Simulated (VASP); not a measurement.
# AlNi: single point with PBE

Crystal: AlNi.

```
Ni Al
1.0
     2.30068   -1.39468    0.00000
     2.30068    1.39468    0.00000
    -1.35645    0.00000    3.88084
Ni Al
1 1
Direct
  0.50000 0.50000 0.50000
  0.00000 0.00000 0.00000
```

- Program: VASP 6.6.1
- Task: single point
- Functional: PBE
- Potentials or basis: VASP PAW PBE potentials, release 64 (Ni, Al)
- Cutoff: 520 eV
- k mesh: 11 × 11 × 7
- Occupations: fermi-dirac, width 0.05 eV
- Spin: collinear spin, ferromagnetic start
- Starting moments: [2.5, 0.0] μB
- Dipole correction: no
- Further INCAR settings: ALGO = Normal; EDIFF = 1e-06; NBANDS = 18

```
Pressure                                              : 2.1 GPa
Net moment                                            : 0.00 μB per cell
Valence electrons inside the program's atomic spheres : Ni 9.36; Al 0.82
```

Stress tensor (GPa, compression positive):
```
 2.93  0.00 -0.70
 0.00  1.02  0.00
-0.70  0.00  2.33
```

Levels at points of the mesh, in eV from the Fermi level:
Spin up:
| k point | band 3 | band 4 | band 5 | band 6 | band 7 | band 8 | band 9 | band 10 | band 11 | band 12 |
| --- | --- | --- | --- | --- | --- | --- | --- | --- | --- | --- |
| (0.00, 0.00, 0.00) | -1.84 | -1.69 | -1.54 | -1.37 | -1.25 | 2.73 | 13.62 | 13.91 | 14.85 | 15.16 |
Spin down:
| k point | band 4 | band 5 | band 6 | band 7 | band 8 | band 9 | band 10 | band 11 |
| --- | --- | --- | --- | --- | --- | --- | --- | --- |
| (0.00, 0.00, 0.00) | -1.69 | -1.54 | -1.37 | -1.25 | 2.73 | 13.62 | 13.91 | 14.85 |

Run time: 2.7 min on 1 thread of Intel(R) Xeon(R) Platinum 8375C CPU @ 2.90GHz (Ice Lake) (shared host), peak memory 0.27 GiB.
